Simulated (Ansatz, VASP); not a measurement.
SiC: VASP beside Ansatz

```
CELL_PARAMETERS angstrom
-0.01394 2.17224 2.18618
2.17224 -0.01394 2.18618
2.15830 2.15830 0.00000
ATOMIC_POSITIONS crystal
Si 0.99940 0.99940 0.00060
C 0.25060 0.25060 0.24940
```

Change from the starting cell: strained cell.

Alike in both runs: functional LDA; k mesh 10 × 10 × 10; occupations gaussian, width 0.02 eV; no spin polarisation.

Ansatz relaxed the structure, and its values are those at the end. VASP's run is a single point on that final structure, the one shown.

|  | VASP | Ansatz |
| --- | --- | --- |
| version | VASP 6.6.1 | Ansatz 0.2.0 |
| potentials or method | VASP PAW LDA potentials, release 64 (Si, C), cutoff 600 eV | scalar-relativistic, plane waves, PAW |
| valence electrons in the cell | 8 | 8 |

Ansatz gave:

| Property | Result |
| --- | --- |
| gap on the k mesh at the Fermi level (eV) | 1.22 |
| least direct gap on the mesh (eV) | 4.39 |
| pressure (GPa) | -3.8 |

**Question.** What did VASP give for the same quantities?

**Answer.** gap on the k mesh at the Fermi level (eV): 1.20; least direct gap on the mesh (eV): 4.37; pressure (GPa): -3.5.

Ansatz warns that its potentials were made for another functional, while VASP's fit it. LDA's correlation is that of Perdew and Zunger in VASP and of Perdew and Wang (1992) in Ansatz. Ansatz's warnings: stress scf threshold loose.
